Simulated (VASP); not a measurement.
A run of VASP 6.6.1 is set up as follows.

The input INCAR:

```
SYSTEM = MgO
PREC = Accurate
ENCUT = 520
EDIFF = 1E-6
ISMEAR = 0
SIGMA = 0.02
LREAL = .False.
LASPH = .True.
NELM = 60
ALGO = Normal
ISIF = 2
LWAVE = .False.
LCHARG = .False.
GGA = PS
NBANDS = 36
```

File KPOINTS:

```
regular mesh
0
Gamma
  4 4 4
  0 0 0
```

Contents of POSCAR:

```
MgO
1.0
    5.5908553621      0.0000000000      0.0000000000
    0.0000000000      5.5908553621      0.0000000000
    0.0000000000      0.0000000000      5.5908553621
Mg O
6 6
Direct
    0.2500000000      0.0000000000      0.5000000000
    0.0000000000      0.5000000000      0.2500000000
    0.5000000000      0.7500000000      0.0000000000
    0.7500000000      0.0000000000      0.5000000000
    0.0000000000      0.5000000000      0.7500000000
    0.5000000000      0.2500000000      0.0000000000
    0.2500000000      0.5000000000      0.0000000000
    0.5000000000      0.0000000000      0.2500000000
    0.0000000000      0.7500000000      0.5000000000
    0.7500000000      0.5000000000      0.0000000000
    0.5000000000      0.0000000000      0.7500000000
    0.0000000000      0.2500000000      0.5000000000
```

Potentials or basis: VASP PAW PBE potentials, release 64 (Mg, O).

Command:

```sh
$ cat potpaw_PBE.64/Mg/POTCAR potpaw_PBE.64/O/POTCAR > POTCAR
$ mpirun -np 1 vasp_std > vasp.out
```

(1) What does it give for the band gap on the k mesh?

(2) Predict the pressure.

Results:

(1) 2.83 eV, direct.

(2) -0.2 GPa.

Caveat: the PAW data sets were made with another functional, which shifts forces and pressure a little.
